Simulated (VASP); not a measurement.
# RbSi2 (P4/mmm) in VASP: single point with PBE

Aim: the single point of RbSi2 with PBE.

Everything below comes from runs of VASP 6.6.1. Logs are shortened: lines on timing, memory, paths and dates and some standing lists are left out, and cuts for length are marked.

## Step 1: The cell of the first run

Symmetry: P4/mmm, No. 123, tetragonal system. The conventional cell has a = 4.629 Å, b = 4.629 Å, c = 4.045 Å, α = 90.00°, β = 90.00°, γ = 90.00°. Rb (site symmetry 4/mmm) has 4 Si at 2.31 Å within 3.1 Å. Within 3.1 Å of Si (site symmetry mmm) lie 2 Rb at 2.31 Å.

## Step 2: Single point, PBE

Input file INCAR:

```
SYSTEM = RbSi2
  PREC = Accurate
  ENCUT = 520
  EDIFF = 1E-6
  ISMEAR = 0
  SIGMA = 0.1
  LREAL = .FALSE.
  LASPH = .TRUE.
  NELM = 80
  ALGO = Normal
  ISIF = 2
  LWAVE = .FALSE.
  LCHARG = .FALSE.
  GGA = PE
  NBANDS = 16
```

Input file KPOINTS:

```
Automatic mesh
0
G
  4 4 4
  0 0 0
```

Input file POSCAR:

```
RbSi2
1.0
    4.6289340500      0.0000000000      0.0000000000
    0.0000000000      4.6289340500      0.0000000000
    0.0000000000      0.0000000000      4.0448286600
Rb Si
1 2
Direct
    0.0000000000      0.0000000000      0.0000000000
    0.0000000000      0.5000000000      0.0000000000
    0.5000000000      0.0000000000      0.0000000000
```

Potentials or basis: VASP PAW PBE potentials, release 64 (Rb_sv, Si).

Started as:

```sh
> cat potpaw_PBE.64/Rb_sv/POTCAR potpaw_PBE.64/Si/POTCAR > POTCAR
> mpirun -np 1 vasp_std > vasp.out
```

OUTCAR:

```text
SYSTEM = RbSi2
   PREC = Accurate
   ENCUT = 520
   EDIFF = 1E-6
   ISMEAR = 0
   LREAL = .FALSE.
   LASPH = .TRUE.
   NELM = 80
   ISIF = 2
   GGA = PE

 ion  position               nearest neighbor table
   1  0.000  0.000  0.000-   2 2.31   3 2.31   2 2.31   3 2.31
   2  0.000  0.500  0.000-   1 2.31   1 2.31
   3  0.500  0.000  0.000-   1 2.31   1 2.31

  LATTYP: Found a simple tetragonal cell.
 ALAT       =     4.6289340500
 C/A-ratio  =     0.8738142770

  Lattice vectors:

 A1 = (   4.6289340500,   0.0000000000,   0.0000000000)
 A2 = (   0.0000000000,   4.6289340500,   0.0000000000)
 A3 = (   0.0000000000,   0.0000000000,   4.0448286600)

Analysis of symmetry for initial positions (statically):
=====================================================================
 Subroutine PRICEL returns:
 Original cell was already a primitive cell.

 Routine SETGRP: Setting up the symmetry group for a
 simple tetragonal supercell.

 Subroutine GETGRP returns: Found 16 space group operations
 (whereof 16 operations were pure point group operations)
 out of a pool of 16 trial point group operations.

The static configuration has the point symmetry D_4h.

Analysis of symmetry for dynamics (positions and initial velocities):
=====================================================================
 Subroutine PRICEL returns:
 Original cell was already a primitive cell.

 Routine SETGRP: Setting up the symmetry group for a
 simple tetragonal supercell.

 Subroutine GETGRP returns: Found 16 space group operations
 (whereof 16 operations were pure point group operations)
 out of a pool of 16 trial point group operations.

The dynamic configuration has the point symmetry D_4h.

 Subroutine INISYM returns: Found 16 space group operations
 (whereof 16 operations are pure point group operations),
 and found     1 'primitive' translations

----------------------------------------------------------------------------------------

                                     Primitive cell

  volume of cell :      86.6687

  direct lattice vectors                    reciprocal lattice vectors
     4.628934050  0.000000000  0.000000000     0.216032458  0.000000000  0.000000000
     0.000000000  4.628934050  0.000000000     0.000000000  0.216032458  0.000000000
     0.000000000  0.000000000  4.044828660     0.000000000  0.000000000  0.247229261

  length of vectors
     4.628934050  4.628934050  4.044828660     0.216032458  0.216032458  0.247229261

  position of ions in fractional coordinates (direct lattice)
     0.000000000  0.000000000  0.000000000
     0.000000000  0.500000000  0.000000000
     0.500000000  0.000000000  0.000000000

  ion indices of the primitive-cell ions
   primitive index   ion index
                 1           1
                 2           2
                 3           3

----------------------------------------------------------------------------------------

 KPOINTS: Automatic mesh

Automatic generation of k-mesh.
 Grid dimensions read from file:
 generate k-points for:    4    4    4

 Generating k-lattice:

  Cartesian coordinates                     Fractional coordinates (reciprocal lattice)
     0.054008114  0.000000000  0.000000000     0.250000000  0.000000000  0.000000000
     0.000000000  0.054008114  0.000000000     0.000000000  0.250000000  0.000000000
     0.000000000  0.000000000  0.061807315     0.000000000  0.000000000  0.250000000

  Length of vectors
     0.054008114  0.054008114  0.061807315

  Shift w.r.t. Gamma in fractional coordinates (k-lattice)
     0.000000000  0.000000000  0.000000000

 Subroutine IBZKPT returns following result:
 ===========================================

 Found     18 irreducible k-points:

 Following reciprocal coordinates:
            Coordinates               Weight
  0.000000  0.000000  0.000000      1.000000
  0.250000  0.000000  0.000000      4.000000
  0.500000  0.000000  0.000000      2.000000
  0.250000  0.250000  0.000000      4.000000
  0.500000  0.250000  0.000000      4.000000
  0.500000  0.500000  0.000000      1.000000
[... 10 lines left out ...]
  0.500000  0.250000  0.500000      4.000000
  0.500000  0.500000  0.500000      1.000000
   k-points           NKPTS =     18   k-points in BZ     NKDIM =     18   number of bands    NBANDS=     16
   number of dos      NEDOS =    301   number of ions     NIONS =      3
   total plane-waves  NPLWV =  38880
   dimension x,y,z NGX =    36 NGY =   36 NGZ =   30
   dimension x,y,z NGXF=    72 NGYF=   72 NGZF=   60
   ions per type =               1   2
   NGX,Y,Z   is equivalent  to a cutoff of  12.93, 12.93, 12.33 a.u.
   NGXF,Y,Z  is equivalent  to a cutoff of  25.86, 25.86, 24.66 a.u.
 SYSTEM =  RbSi2
   PREC   = accura    normal or accurate (medium, high low for compatibility)
   ISTART =      0    job   : 0-new  1-cont  2-samecut
   ICHARG =      2    charge: 1-file 2-atom 10-const
   ISPIN  =      1    spin polarized calculation?
   LNONCOLLINEAR =      F non collinear calculations
   LSORBIT =      F    spin-orbit coupling
   LASPH  =      T    aspherical Exc in radial PAW
   ENCUT  =  520.0 eV  38.22 Ry    6.18 a.u.   8.61  8.61  7.52*2*pi/ulx,y,z
   NELM   =     80;   NELMIN=  2; NELMDL= -5     # of ELM steps
   EDIFF  = 0.1E-05   stopping-criterion for ELM
   LREAL  =      F    real-space projection
   EDIFFG = 0.1E-04   stopping-criterion for IOM
   NSW    =      0    number of steps for IOM
   IBRION =     -1    ionic relax: 0-MD 1-quasi-New 2-CG
   NFREE  =      0    steps in history (QN), initial steepest desc. (CG)
   ISIF   =      2    stress and relaxation
   ISYM   =      2    0-nonsym 1-usesym 2-fastsym
   POTIM  = 0.5000    time-step for ionic-motion
   TEBEG  =    0.0;   TEEND  =   0.0 temperature during run
   PSTRESS=    0.0 pullay stress
   NELECT =      17.0000    total number of electrons
   NUPDOWN=      -1.0000    fix difference up-down
   EMIN   =  10.00;   EMAX   =-10.00  energy-range for DOS
   EFERMI =   0.00;   METHOD = LEGACY
   ISMEAR =     0;   SIGMA  =   0.10  broadening in eV -4-tet -1-fermi 0-gaus
   EFERMI_NEDOS =   21; number of points for ismear=-14 and -15
   IALGO  =     38    algorithm
   IMIX   =      4    mixing-type and parameters
     AMIX     =   0.40;   BMIX     =  1.00
     AMIX_MAG =   1.60;   BMIX_MAG =  1.00
  volume/ion in A,a.u.               =      28.89       194.96
  Fermi-wavevector in a.u.,A,eV,Ry     =   0.951197  1.797502 12.310219  0.904776
  Thomas-Fermi vector in A             =   2.079645
   LORBIT       =      0    0 simple, 1 ext, 2 COOP (PROOUT), +10 PAW based schemes
   GGA     = PE    functional components
   LHFCALC =     F    Hartree Fock is set to
   AEXX    =    0.0000 exact exchange contribution
   IVDW    =     0    specifies the selected vdW correction
   LEPSILON=     F    determine dielectric tensor
   LRPA    =     F    only Hartree local field effects (RPA)
 non-spin polarized calculation
 Gauss-broadening in eV      SIGMA  =   0.10
  energy-cutoff  :      520.00
  volume of cell :       86.67
 maximum number of plane-waves:      2383
 NGX is ok and might be reduce to    36
   NGX = 17   NGY = 17   NGZ = 15

 number of electron      16.9999999 magnetization

 Free energy of the ion-electron system (eV)
  ---------------------------------------------------
  ext. energy  EPLUGINS =         0.00000000
  ---------------------------------------------------
  free energy    TOTEN  =        -0.89011254 eV

  energy without entropy =       -0.86984428  energy(sigma->0) =       -0.87997841

 E-fermi :   2.4292     XC(G=0):  -8.2672

 val. band max:        2.3765861835   @ k =   0.5000   0.5000   0.2500
 cond. band min:       2.4384599440   @ k =   0.5000   0.5000   0.5000
 fundamental gap:      0.0618737606
 Fermi energy:         2.4291779110

 k-point     1 :       0.0000    0.0000    0.0000
  band No.  band energies     occupation
      1     -25.8573      2.00000
      2     -11.1462      2.00000
      3     -11.1462      2.00000
      4      -9.4605      2.00000
      5      -5.1868      2.00000
      6      -3.6870      2.00000
[... 8 lines left out ...]
     15       8.1488      0.00000
     16       8.3872      0.00000

 k-point     2 :       0.2500    0.0000    0.0000
  band No.  band energies     occupation
      1     -25.8466      2.00000
      2     -11.4740      2.00000
      3     -11.1315      2.00000
      4      -9.4459      2.00000
      5      -4.6502      2.00000
      6      -3.0501      2.00000
[... 8 lines left out ...]
     15       8.9441      0.00000
     16       9.4228      0.00000

 k-point     3 :       0.5000    0.0000    0.0000
  band No.  band energies     occupation
      1     -25.8358      2.00000
      2     -11.7548      2.00000
      3     -11.1167      2.00000
      4      -9.4313      2.00000
      5      -4.3277      2.00000
      6      -1.8548      2.00000
[... 8 lines left out ...]
     15       8.2149      0.00000
     16      11.0603      0.00000

 k-point     4 :       0.2500    0.2500    0.0000
  band No.  band energies     occupation
      1     -25.8359      2.00000
      2     -11.4632      2.00000
      3     -11.4455      2.00000
      4      -9.4316      2.00000
      5      -3.7508      2.00000
      6      -2.7303      2.00000
[... 8 lines left out ...]
     15       9.0361      0.00000
     16       9.7087      0.00000
[... 210 lines left out ...]
 k-point    16 :       0.2500    0.2500    0.5000
  band No.  band energies     occupation
      1     -25.8143      2.00000
      2     -11.4032      2.00000
      3     -11.3885      2.00000
      4      -9.7977      2.00000
      5      -3.2335      2.00000
      6      -2.3297      2.00000
[... 8 lines left out ...]
     15       8.1280      0.00000
     16       8.2560      0.00000

 k-point    17 :       0.5000    0.2500    0.5000
  band No.  band energies     occupation
      1     -25.8038      2.00000
      2     -11.6606      2.00000
      3     -11.3777      2.00000
      4      -9.7741      2.00000
      5      -2.7043      2.00000
      6      -1.1425      2.00000
[... 8 lines left out ...]
     15      10.0975      0.00000
     16      10.5111      0.00000

 k-point    18 :       0.5000    0.5000    0.5000
  band No.  band energies     occupation
      1     -25.7934      2.00000
      2     -11.6397      2.00000
      3     -11.6397      2.00000
      4      -9.7512      2.00000
      5      -0.8291      2.00000
      6      -0.8291      2.00000
[... 8 lines left out ...]
     15      11.5970      0.00000
     16      11.5998      0.00000

------------------------ aborting loop because EDIFF is reached ----------------------------------------

  FORCE on cell =-STRESS in cart. coord.  units (eV):
  Direction    XX          YY          ZZ          XY          YZ          ZX
  --------------------------------------------------------------------------------------
  -------------------------------------------------------------------------------------
  Total       17.7303779     17.7303779     -2.8830642      0.0000000      0.0000000      0.0000000
  in kB      327.7679305    327.7679305    -53.2970019      0.0000000      0.0000000      0.0000000
  external PRESSURE =     200.7462864 kB  Pullay stress =       0.0000000 kB

 VOLUME and BASIS-vectors are now :
 -----------------------------------------------------------------------------
  energy-cutoff  :      520.00
  volume of cell :       86.67
      direct lattice vectors                 reciprocal lattice vectors
     4.628934050  0.000000000  0.000000000     0.216032458  0.000000000  0.000000000
     0.000000000  4.628934050  0.000000000     0.000000000  0.216032458  0.000000000
     0.000000000  0.000000000  4.044828660     0.000000000  0.000000000  0.247229261

 POSITION                                       TOTAL-FORCE (eV/Angst)
 -----------------------------------------------------------------------------------
      0.00000      0.00000      0.00000         0.000000      0.000000      0.000000
      0.00000      2.31447      0.00000         0.000000      0.000000      0.000000
      2.31447      0.00000      0.00000         0.000000      0.000000      0.000000
 -----------------------------------------------------------------------------------
    total drift:                               -0.000000     -0.000000     -0.000000

  FREE ENERGIE OF THE ION-ELECTRON SYSTEM (eV)
  ---------------------------------------------------
  free  energy   TOTEN  =        -0.8901125364 eV

  energy  without entropy=       -0.8698442841  energy(sigma->0) =       -0.87997841
```

Run time: 22 s. Hardware: 1 thread of AMD EPYC 7R43 (Zen 3), shared host; peak memory 0.16 GiB.

Results:

```yaml
Free_energy: -0.8901 eV
Pressure: 20.1 GPa
```

Stress tensor (GPa, compression positive):
```
32.78  0.00  0.00
 0.00 32.78  0.00
 0.00  0.00 -5.33
```

Caveat: the k points lie up to 0.39 Å⁻¹ apart.
